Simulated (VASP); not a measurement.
# BaO: single point with HSE06

Crystal: BaO.

```
Ba O
1.0
     0.00000    2.77194    2.77194
     2.77194    0.00000    2.77194
     2.77194    2.77194    0.00000
Ba O
1 1
Direct
  0.00000 0.00000 0.00000
  0.50000 0.50000 0.50000
```

```yaml
Program: VASP 6.6.1
Task: single point
Functional: HSE06
Potentials_or_basis: VASP PAW PBE potentials, release 64 (Ba_sv, O)
Cutoff: 520 eV
k_mesh: 4 × 4 × 4
Occupations: gaussian, width 0.01 eV
Spin: non-collinear spin, zero start, spin-orbit coupling
Starting_moments: "[[0.0, 0.0, 0.0], [0.0, 0.0, 0.0]] μB"
Dipole_correction: no
Grid_for_exact_exchange_PRECFOCK: Normal
Further_INCAR_settings: ALGO = Normal; EDIFF = 1e-06; NBANDS = 28
Share_of_exact_exchange: 0.25
Screening_parameter: 0.2079 1/Å
```

| Quantity | Value |
| --- | --- |
| Pressure | 1.1 GPa |
| Net moment | 0.00 μB per cell |
| Valence electrons inside the program's atomic spheres | Ba 7.94; O 4.97 |

Moments on the atoms (μB; x, y, z):
```
Ba  0.00 0.00 0.00
O   0.00 0.00 0.00
```

Wall time 33 min on 1 thread of AMD EPYC 7R13 Processor (Zen 3), on a shared host, peak memory 0.37 GiB.

Caveat: the k points lie up to 0.49 Å⁻¹ apart; the PAW data sets were made with another functional, which shifts forces and pressure a little.
